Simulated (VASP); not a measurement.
# LiTaO2 (P6/mmm) in VASP: a series of runs, part 2 of 2

VASP 6.6.1. Earlier steps stand in the parts before.

## 3. Relaxation of cell and atoms, PBE, collinear spin, ferromagnetic start

This run uses another cell than the first one, of the same volume but with other edges.

INCAR

```
SYSTEM = LiTaO2
ALGO = Normal ; EDIFF = 1E-6
EDIFFG = -0.04 ; ENCUT = 600
GGA = PE ; IBRION = 2
ISIF = 3 ; ISMEAR = 0
ISPIN = 2 ; LASPH = .True.
LCHARG = .False. ; LMAXMIX = 4
LORBIT = 11 ; LREAL = .False.
LWAVE = .False. ; MAGMOM = 0 1 0 0
NELM = 150 ; NSW = 90
PREC = Accurate ; SIGMA = 0.1
```

KPOINTS

```
k-points
0
Gamma
  6 6 4
  0 0 0
```

POSCAR

```
LiTaO2
1.0
    3.6808148100      0.0000000000      0.0000000000
   -1.8404074000      3.1876791300      0.0000000000
    0.0000000000      0.0000000000      4.3268964300
Li Ta O
1 1 2
Direct
    0.0000000000      0.0000000000      0.0000000000
    0.0000000000      0.0000000000      0.5000000000
    0.3333333300      0.6666666700      0.0000000000
    0.6666666700      0.3333333300      0.0000000000
```

Potentials or basis: VASP PAW PBE potentials, release 64 (Li_sv, Ta_pv, O).

Run with:

```console
> cat potpaw_PBE.64/Li_sv/POTCAR potpaw_PBE.64/Ta_pv/POTCAR potpaw_PBE.64/O/POTCAR > POTCAR
> mpirun -np 1 vasp_std > vasp.out
```

OUTCAR:

```text
SYSTEM = LiTaO2
   EDIFF = 1E-6
   EDIFFG = -0.04
   ENCUT = 600
   GGA = PE
   IBRION = 2
   ISIF = 3
   ISMEAR = 0
   ISPIN = 2
   LASPH = .True.
   LORBIT = 11
   LREAL = .False.
   NELM = 150
   NSW = 90
   PREC = Accurate

 ion  position               nearest neighbor table
   1  0.000  0.000  0.000-   3 2.13   4 2.13   3 2.13   4 2.13   4 2.13   3 2.13   2 2.16   2 2.16

   2  0.000  0.000  0.500-   1 2.16   1 2.16
   3  0.333  0.667  0.000-   1 2.13   1 2.13   1 2.13
   4  0.667  0.333  0.000-   1 2.13   1 2.13   1 2.13

  LATTYP: Found a hexagonal cell.
 ALAT       =     3.6808148100
 C/A-ratio  =     1.1755267932

  Lattice vectors:

 A1 = (   3.6808148100,   0.0000000000,   0.0000000000)
 A2 = (  -1.8404074000,   3.1876791300,   0.0000000000)
 A3 = (   0.0000000000,   0.0000000000,   4.3268964300)

Analysis of symmetry for initial positions (statically):
=====================================================================
 Subroutine PRICEL returns:
 Original cell was already a primitive cell.

 Routine SETGRP: Setting up the symmetry group for a
 hexagonal supercell.

 Subroutine GETGRP returns: Found 24 space group operations
 (whereof 24 operations were pure point group operations)
 out of a pool of 24 trial point group operations.

The static configuration has the point symmetry D_6h.

Analysis of symmetry for dynamics (positions and initial velocities):
=====================================================================
 Subroutine PRICEL returns:
 Original cell was already a primitive cell.

 Routine SETGRP: Setting up the symmetry group for a
 hexagonal supercell.

 Subroutine GETGRP returns: Found 24 space group operations
 (whereof 24 operations were pure point group operations)
 out of a pool of 24 trial point group operations.

The dynamic configuration has the point symmetry D_6h.

Analysis of structural, dynamic, and magnetic symmetry:
=====================================================================
 Subroutine PRICEL returns:
 Original cell was already a primitive cell.

 Routine SETGRP: Setting up the symmetry group for a
 hexagonal supercell.

 Subroutine GETGRP returns: Found 24 space group operations
 (whereof 24 operations were pure point group operations)
 out of a pool of 24 trial point group operations.

The overall configuration has the point symmetry D_6h.

 Subroutine INISYM returns: Found 24 space group operations
 (whereof 24 operations are pure point group operations),
 and found     1 'primitive' translations

----------------------------------------------------------------------------------------

                                     Primitive cell

  volume of cell :      50.7686

  direct lattice vectors                    reciprocal lattice vectors
     3.680814810  0.000000000  0.000000000     0.271678976  0.156853930  0.000000000
    -1.840407400  3.187679130  0.000000000     0.000000000  0.313707861  0.000000000
     0.000000000  0.000000000  4.326896430     0.000000000  0.000000000  0.231112534

  length of vectors
     3.680814810  3.680814806  4.326896430     0.313707860  0.313707861  0.231112534

  position of ions in fractional coordinates (direct lattice)
     0.000000000  0.000000000  0.000000000
     0.000000000  0.000000000  0.500000000
[... 68 lines left out ...]
   PREC   = accura    normal or accurate (medium, high low for compatibility)
   ISTART =      0    job   : 0-new  1-cont  2-samecut
   ICHARG =      2    charge: 1-file 2-atom 10-const
   ISPIN  =      2    spin polarized calculation?
   LNONCOLLINEAR =      F non collinear calculations
   LSORBIT =      F    spin-orbit coupling
   LASPH  =      T    aspherical Exc in radial PAW
   ENCUT  =  600.0 eV  44.10 Ry    6.64 a.u.   7.35  7.35  8.64*2*pi/ulx,y,z
   NELM   =    150;   NELMIN=  2; NELMDL= -5     # of ELM steps
   EDIFF  = 0.1E-05   stopping-criterion for ELM
   LREAL  =      F    real-space projection
   EDIFFG = -.4E-01   stopping-criterion for IOM
   NSW    =     90    number of steps for IOM
   IBRION =      2    ionic relax: 0-MD 1-quasi-New 2-CG
   NFREE  =      1    steps in history (QN), initial steepest desc. (CG)
   ISIF   =      3    stress and relaxation
   ISYM   =      2    0-nonsym 1-usesym 2-fastsym
   POTIM  = 0.5000    time-step for ionic-motion
   TEBEG  =    0.0;   TEEND  =   0.0 temperature during run
   PSTRESS=    0.0 pullay stress
   NELECT =      26.0000    total number of electrons
   NUPDOWN=      -1.0000    fix difference up-down
   EMIN   =  10.00;   EMAX   =-10.00  energy-range for DOS
   EFERMI =   0.00;   METHOD = LEGACY
   ISMEAR =     0;   SIGMA  =   0.10  broadening in eV -4-tet -1-fermi 0-gaus
   EFERMI_NEDOS =   21; number of points for ismear=-14 and -15
   IALGO  =     38    algorithm
   IMIX   =      4    mixing-type and parameters
     AMIX     =   0.40;   BMIX     =  1.00
     AMIX_MAG =   1.60;   BMIX_MAG =  1.00
  volume/ion in A,a.u.               =      12.69        85.65
  Fermi-wavevector in a.u.,A,eV,Ry     =   1.309788  2.475140 23.341393  1.715544
  Thomas-Fermi vector in A             =   2.440363
   LORBIT       =     11    0 simple, 1 ext, 2 COOP (PROOUT), +10 PAW based schemes
   GGA     = PE    functional components
   LHFCALC =     F    Hartree Fock is set to
   AEXX    =    0.0000 exact exchange contribution
   IVDW    =     0    specifies the selected vdW correction
   LEPSILON=     F    determine dielectric tensor
   LRPA    =     F    only Hartree local field effects (RPA)
 conjugate gradient relaxation of ions
 spin polarized calculation
 Gauss-broadening in eV      SIGMA  =   0.10
  energy-cutoff  :      600.00
  volume of cell :       50.77
 maximum number of plane-waves:      1722
 NGX is ok and might be reduce to    30

--------------------------------------- Ionic step        1  -------------------------------------------

 number of electron      26.0000000 magnetization       1.0099973

 Free energy of the ion-electron system (eV)
  ---------------------------------------------------
  ext. energy  EPLUGINS =         0.00000000
  ---------------------------------------------------
  free energy    TOTEN  =       -18.63059127 eV

  energy without entropy =      -18.61243431  energy(sigma->0) =      -18.62151279

------------------------ aborting loop because EDIFF is reached ----------------------------------------

  FORCE on cell =-STRESS in cart. coord.  units (eV):
  Direction    XX          YY          ZZ          XY          YZ          ZX
  --------------------------------------------------------------------------------------
  -------------------------------------------------------------------------------------
  Total       -5.2314381     -5.2314381      3.7614507     -0.0000000      0.0000000      0.0000000
  in kB     -165.0960209   -165.0960207    118.7055141     -0.0000003      0.0000000      0.0000000
  external PRESSURE =     -70.4955092 kB  Pullay stress =       0.0000000 kB
[... 253 lines left out ...]
--------------------------------------- Ionic step        8  -------------------------------------------

 number of electron      26.0000006 magnetization       1.5349558

 Free energy of the ion-electron system (eV)
  ---------------------------------------------------
  ext. energy  EPLUGINS =         0.00000000
  ---------------------------------------------------
  free energy    TOTEN  =       -19.44158237 eV

  energy without entropy =      -19.43169186  energy(sigma->0) =      -19.43663711

 E-fermi :   3.4551     XC(G=0): -10.7391

 val. band max:        3.4415292797   @ k =   0.1667   0.0000   0.5000
 cond. band min:       3.4596042972   @ k =   0.3333   0.0000   0.5000
 fundamental gap:      0.0180750175
 Fermi energy:         3.4551321871

 spin component 1

 k-point     1 :       0.0000    0.0000    0.0000
  band No.  band energies     occupation
      1     -41.0131      1.00000
      2     -32.7445      1.00000
      3     -32.2511      1.00000
      4     -32.2511      1.00000
      5     -16.5742      1.00000
      6     -11.0886      1.00000
[... 417 lines left out ...]
      4     -32.3853      1.00000
      5     -14.4709      1.00000
      6     -14.4709      1.00000
[... 10 lines left out ...]
     17       5.5873      0.00000
     18       6.3664      0.00000
 Fermi energy:         3.4551321871

 spin component 2

 k-point     1 :       0.0000    0.0000    0.0000
  band No.  band energies     occupation
      1     -40.9750      1.00000
      2     -31.9000      1.00000
      3     -31.6420      1.00000
      4     -31.6420      1.00000
      5     -16.6705      1.00000
      6     -11.2076      1.00000
[... 461 lines left out ...]
  FREE ENERGIE OF THE ION-ELECTRON SYSTEM (eV)
  ---------------------------------------------------
  free  energy   TOTEN  =       -19.4415823694 eV

  energy  without entropy=      -19.4316918551  energy(sigma->0) =      -19.43663711

 reached required accuracy - stopping structural energy minimisation

 total charge

# of ion       s       p       d       tot
------------------------------------------
    1        2.048   0.106   0.000   2.154
    2        0.332   6.004   2.086   8.422
    3        1.646   3.149   0.000   4.795
    4        1.646   3.149   0.000   4.795
--------------------------------------------------
tot          5.672  12.409   2.086  20.166

 magnetization (x)

# of ion       s       p       d       tot
------------------------------------------
    1        0.004   0.016   0.000   0.020
    2        0.057   0.026   1.003   1.086
    3       -0.001  -0.055   0.000  -0.056
    4       -0.001  -0.055   0.000  -0.056
--------------------------------------------------
tot          0.059  -0.068   1.003   0.995
```

OSZICAR:

```text
N       E                     dE             d eps       ncg     rms          rms(c)
DAV:   1     0.202379365854E+03    0.20238E+03   -0.14757E+04  1512   0.157E+03
DAV:   2    -0.144273426411E+02   -0.21681E+03   -0.21076E+03  1910   0.367E+02
[... 102 lines left out ...]
DAV:   1    -0.194535140332E+02   -0.13653E-01   -0.39054E-01  1522   0.566E+00    0.796E-01
DAV:   2    -0.194521866285E+02    0.13274E-02   -0.12953E-01  1688   0.162E+00    0.743E-01
DAV:   3    -0.194426377640E+02    0.95489E-02   -0.77834E-02  1888   0.970E-01    0.291E-01
DAV:   4    -0.194415406244E+02    0.10971E-02   -0.60323E-03  1564   0.453E-01    0.792E-02
DAV:   5    -0.194415726473E+02   -0.32023E-04   -0.36126E-04  1638   0.105E-01    0.451E-02
DAV:   6    -0.194415820303E+02   -0.93830E-05   -0.93551E-05  2018   0.498E-02    0.185E-02
DAV:   7    -0.194415823694E+02   -0.33913E-06   -0.94172E-06  1722   0.212E-02
   8 F= -.19441582E+02 E0= -.19436637E+02  d E =-.855656E-02  mag=     1.5348
```

Run time: 6.1 min. Hardware: 1 thread of Intel Xeon 6975P-C, shared host; peak memory 0.24 GiB.

What came out:

```
Free energy                                           : -19.4416 eV
Relaxed volume                                        : 12.61 Å³/atom
Relaxed cell                                          : a = 3.391 Å, b = 3.391 Å, c = 5.067 Å, α = 90.00°, β = 90.00°, γ = 120.00°
Space group after relaxing (to 0.05 Å)                : P6/mmm (No. 191)
Energy gained by relaxing                             : 202.7 meV/atom
Ionic steps                                           : 8
Pressure after relaxing                               : -0.1 GPa
Net moment                                            : 1.53 μB per cell
Site moments                                          : Li +0.02; Ta +1.09; O -0.06 μB
Valence electrons inside the program's atomic spheres : Li 2.15; Ta 8.42; O 4.79
```

Step by step:
```csv
step,energy change (eV),largest force (eV/Å),pressure (GPa),volume (Å³)
1,0.0000,0.0000,-7.05,50.77
2,-0.5395,0.0000,2.72,46.59
3,-0.5646,0.0000,12.49,44.19
4,-0.5891,0.0000,8.09,45.17
5,-0.7807,0.0000,3.90,48.07
6,-0.8024,0.0000,2.06,49.61
7,-0.8093,0.0000,-0.96,50.85
8,-0.8110,0.0000,-0.07,50.46
```

Final structure:
```
Li Ta O
1.0
     3.39119    0.00000    0.00000
    -1.69559    2.93686    0.00000
     0.00000    0.00000    5.06654
Li Ta O
1 1 2
Direct
  0.00000 0.00000 0.00000
  0.00000 0.00000 0.50000
  0.33333 0.66667 0.00000
  0.66667 0.33333 0.00000
```

Levels at points of the mesh, in eV from the Fermi level:
Spin up:
```
           k point  band 10  band 11  band 12  band 13  band 14  band 15  band 16  band 17  band 18
(0.00, 0.00, 0.00)    -4.85    -0.91    -0.86    -0.86    -0.49    -0.08    -0.08     1.14     1.14
(0.50, 0.00, 0.00)    -2.52    -2.32    -0.03     0.07     0.54     0.59     1.35     1.40     2.67
(0.00, 0.00, 0.50)    -3.14    -1.15    -1.15    -0.53    -0.17    -0.17     0.50     1.59     1.59
(0.50, 0.00, 0.50)    -3.85    -1.58    -1.18    -0.23     0.25     0.89     1.43     2.55     2.63
```
Spin down:
| k point | band 8 | band 9 | band 10 | band 11 | band 12 | band 13 | band 14 | band 15 | band 16 | band 17 |
| --- | --- | --- | --- | --- | --- | --- | --- | --- | --- | --- |
| (0.00, 0.00, 0.00) | -4.97 | -4.97 | -4.22 | -0.98 | -0.98 | -0.54 | 0.67 | 0.67 | 0.75 | 2.16 |
| (0.50, 0.00, 0.00) | -4.25 | -4.17 | -2.30 | -1.83 | -0.15 | 1.25 | 1.26 | 1.59 | 1.64 | 1.92 |
| (0.00, 0.00, 0.50) | -4.95 | -4.95 | -2.49 | -1.15 | -1.15 | -0.57 | 0.59 | 0.59 | 1.79 | 2.47 |
| (0.50, 0.00, 0.50) | -4.04 | -3.88 | -3.39 | -0.76 | -0.53 | 0.38 | 0.90 | 1.27 | 1.87 | 3.07 |

Caveat: the k points lie up to 0.36 Å⁻¹ apart in the final cell; the cutoff is under 1.25 times the usual one of these potentials, so pressure, stress and relaxed cells hold a basis-set (Pulay) error; spin-orbit coupling is left out, which moves the levels of the heavy elements.
